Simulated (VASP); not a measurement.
Crystal: Be4ZnTe.

```
Be Zn Te
1.0
     3.85019    0.00000    0.00000
    -1.92510    3.33437    0.00000
     0.00000    0.00000    6.07029
Be Zn Te
4 1 1
Direct
  0.33333 0.66667 0.00225
  0.66667 0.33333 0.00225
  0.33333 0.66667 0.25583
  0.66667 0.33333 0.25583
  0.00000 0.00000 0.26680
  0.00000 0.00000 0.71779
```

The cell was built from a structure type or drawn by symmetry, and may not be a known phase.

```yaml
Program: VASP 6.6.1
Task: relaxation of cell and atoms
Functional: PBE
Potentials_or_basis: VASP PAW PBE potentials, release 64 (Be, Zn, Te)
Cutoff: 600 eV
k_mesh: 5 × 5 × 3
Occupations: gaussian, width 0.2 eV
Spin: no spin polarisation
```

At the start: pressure 18.9 GPa; volume 12.99 Å³/atom.

Problem. How do energy, volume and symmetry change on relaxing?

Solution. Over 23 steps the energy falls by 700.9 meV/atom and the volume is 15.47 Å³/atom (+19.1 %); space group P6mm (No. 183, to 0.1 Å) before and after.

The path:
```
step  energy change (eV)  largest force (eV/Å)  pressure (GPa)  volume (Å³)
   1              0.0000                8.2399           18.94        77.93
   2             -3.3769                0.5935           -1.07        95.35
   3             -3.7627                0.7476            1.34        87.63
   4             -3.8032                0.5118            0.24        89.10
   5             -3.8159                0.2893           -0.78        90.62
   6             -3.8445                0.3366           -0.08        90.50
   7             -3.8784                0.4383            1.60        90.23
   8             -3.9007                0.4480            1.45        90.88
   9             -3.9632                0.4597            0.97        92.82
  10             -4.0579                0.4595           -0.10        96.73
  11             -3.9922                0.7689           -2.24       104.67
  12             -4.0864                0.5621           -0.71        98.97
  13             -4.1328                0.4166           -0.43        98.41
  14             -4.1645                0.1625           -0.06        97.50
  15             -4.1693                0.1365           -0.14        97.34
  16             -4.1720                0.0967           -0.26        97.11
  17             -4.1746                0.0928           -0.29        96.92
  18             -4.1821                0.0772           -0.36        96.34
  19             -4.1949                0.0401           -0.45        95.19
  20             -4.2002                0.2193           -0.35        92.90
  21             -4.2027                0.0951           -0.44        93.98
  22             -4.2031                0.1170           -0.42        93.74
  23             -4.2052                0.0298            0.18        92.81
```

Final structure:
```
CELL_PARAMETERS angstrom
3.82996 0.00000 0.00000
-1.91498 3.31684 0.00000
0.00000 0.00000 7.30555
ATOMIC_POSITIONS crystal
Be 0.33333 0.66667 0.95513
Be 0.66667 0.33333 0.95513
Be 0.33333 0.66667 0.24324
Be 0.66667 0.33333 0.24324
Zn 0.00000 0.00000 0.34906
Te 0.00000 0.00000 0.75496
```

Caveat: the k points lie up to 0.38 Å⁻¹ apart in the final cell, too coarse for converged energies and pressures of a metal; the volume moved by over 15 % at a fixed basis, so the end points are rough.
